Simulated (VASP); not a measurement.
A run of VASP 6.6.1:

Contents of INCAR:

```
PREC = Accurate
ENCUT = 520
EDIFF = 1E-7
ISMEAR = 0
SIGMA = 0.15
LREAL = F
LASPH = T
NELM = 60
ALGO = Fast
ISIF = 2
LWAVE = F
LCHARG = F
GGA = PS
NBANDS = 19
```

The input KPOINTS:

```
regular mesh
0
Gamma
  18 18 10
```

The input POSCAR:

```
Ti
1.0
   -1.6410000000      1.6410000000      1.6410000000
    1.6410000000     -1.6410000000      1.6410000000
    3.2820000000      3.2820000000      0.0000000000
Ti
2
Direct
    0.0000000000      0.0000000000     -0.0430899928
    0.5000000000      0.5000000000      0.5430899928
```

Potentials or basis: VASP PAW PBE potentials, release 64 (Ti_sv).

Launch:

```console
$ cat potpaw_PBE.64/Ti_sv/POTCAR > POTCAR
$ mpirun -np 1 vasp_std > vasp.out
```

Hardware: 1 thread of Intel Xeon 8259CL, with other jobs on the host.

Problem. Estimate the wall time of this run.

Solution. Wall time 34 min on 1 thread of Intel Xeon 8259CL, on a shared host, peak memory 0.4 GiB. Counts: scf iterations 52, k points 546.
